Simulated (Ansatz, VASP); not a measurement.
# One calculation of Be3Se2O, two programs

The input INCAR:

```
PREC = Accurate
ENCUT = 520
EDIFF = 1E-6
ISMEAR = 0
SIGMA = 0.1
LREAL = F
LASPH = T
NELM = 150
ALGO = Normal
ISIF = 2
LWAVE = F
LCHARG = F
ISPIN = 2
MAGMOM = 0 0 0 0 0 1
LORBIT = 11
GGA = PE
NBANDS = 25
```

File KPOINTS:

```
Automatic mesh
0
Gamma
  6 6 4
```

The input POSCAR:

```
Be3Se2O
1.0
    4.2671835248      0.0000000000      0.0000000000
   -2.1335917624      3.6954893351      0.0000000000
    0.0000000000      0.0000000000      5.7402661105
Be Se O
3 2 1
Direct
    0.5000000000      0.0000000000      0.5000000000
    0.0000000000      0.5000000000      0.5000000000
    0.5000000000      0.5000000000      0.5000000000
    0.3333333333      0.6666666667      0.0000000000
    0.6666666667      0.3333333333      0.0000000000
    0.0000000000      0.0000000000      0.5000000000
```

Input for Ansatz:

```yaml
crystal:
  lattice:
    - [4.2671835248, 0.0, 0.0]
    - [-2.1335917624, 3.6954893351, 0.0]
    - [0.0, 0.0, 5.7402661105]
  atoms:
    - { symbol: Be, position: [0.5, 0.0, 0.5] }
    - { symbol: Be, position: [0.0, 0.5, 0.5] }
    - { symbol: Be, position: [0.5, 0.5, 0.5] }
    - { symbol: Se, position: [0.3333333333, 0.6666666667, 0.0] }
    - { symbol: Se, position: [0.6666666667, 0.3333333333, 0.0] }
    - { symbol: O, position: [0.0, 0.0, 0.5], spin: 1.0 }
basis:
  ecutwfc: 420
kpoints:
  mp_grid: { grid: [6, 6, 4] }
hamiltonian:
  xc: pbe
scf:
  occupations: { method: gaussian, width: 0.1 }
  lower_state_search: "off"
output:
  forces: true
  stress: true
  eigenvalues: true
  populations: true
magnetization:
  spin_polarized: true
```

Alike in both runs: task single point; functional PBE; k mesh 6 × 6 × 4; occupations gaussian, width 0.1 eV; collinear spin.

|  | VASP | Ansatz |
| --- | --- | --- |
| version | VASP 6.6.1 | Ansatz 0.2.0 |
| potentials or method | VASP PAW PBE potentials, release 64 (Be, Se, O), cutoff 520 eV | scalar-relativistic, plane waves, PAW |
| valence electrons in the cell | 24 | 44 |

```csv
,VASP,Ansatz,Ansatz less VASP
gap on the k mesh at the Fermi level (eV),none,none,-
pressure (GPa),0.3,0.2,-0.08
"traceless stress, the component that is largest in VASP (GPa)",-0.12,-0.05,+0.072
net moment per atom (μB),0.00,0.00,0.000
```

A gap of «none» marks a metal or a gap that the smearing closes. With one functional, cell and mesh, what is left measures potentials, basis and numerics. VASP's potentials hold 24 valence electrons a cell and Ansatz's 44, so a difference there can come from the potentials and not from the codes. Ansatz's warnings: seeded moment not kept.
